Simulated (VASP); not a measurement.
Set up this calculation in VASP 6.6.1, as the native input.

- Task: single point
- Functional: PBE
- Potentials or basis: VASP PAW PBE potentials, release 64 (Cd_sv_GW, S)
- Cutoff: 630 eV
- k mesh: 8 × 8 × 8
- Occupations: fermi-dirac, width 0.02 eV
- Spin: no spin polarisation
- Dipole correction: no
- Further INCAR settings: ALGO = Normal; EDIFF = 1e-06; NBANDS = 20

The structure of CdS lies in POSCAR:

```
CdS
1.0
    0.1406551057      2.9696493917      2.9696493917
    2.9696493917      0.1406551057      2.9696493917
    2.9696493917      2.9696493917      0.1406551057
Cd S
1 1
Direct
    0.0054049610      0.0054049610      0.0054049610
    0.2445950390      0.2445950390      0.2445950390
```

This cell differs from its parent crystal: epitaxial 111 strain -3.8%.

One way to write it, as run:

INCAR

```
SYSTEM = CdS
PREC     = Accurate       ! precision mode
ENCUT    = 630            ! plane-wave cutoff, eV
EDIFF    = 1E-6           ! SCF threshold, eV
ISMEAR   = -1             ! smearing method
SIGMA    = 0.02           ! smearing width, eV
LREAL    = .False.        ! projectors in reciprocal space
LASPH    = .True.         ! aspherical terms in the spheres
NELM     = 120            ! most SCF steps
ALGO     = Normal         ! electronic algorithm
ISIF     = 2              ! what is computed and relaxed
LWAVE    = .False.        ! write WAVECAR
LCHARG   = .True.         ! write CHGCAR
GGA      = PE             ! functional
LELF     = .True.         ! ELF
LVHAR    = .True.       
NBANDS   = 20             ! bands
GGA_COMPAT= .False.
```

KPOINTS

```
Automatic mesh
0
Gamma
  8 8 8
  0 0 0
```

Potentials or basis: VASP PAW PBE potentials, release 64 (Cd_sv_GW, S).

Launch:

```sh
$ cat potpaw_PBE.64/Cd_sv_GW/POTCAR potpaw_PBE.64/S/POTCAR > POTCAR
$ mpirun -np 1 vasp_std > vasp.out
```

It gave:

The pressure is 3.8 GPa and the band gap on the k mesh is 1.01 eV.

Caveat: the cell differs from its parent crystal (epitaxial 111 strain -3.8%); the cell stands under pressure; the structure was generated, so it needn't be the stable form of CdS.

Wall time 40 s on 1 thread of Intel(R) Xeon(R) 6975P-C (Granite Rapids), with other jobs on the host, peak memory 0.27 GiB.
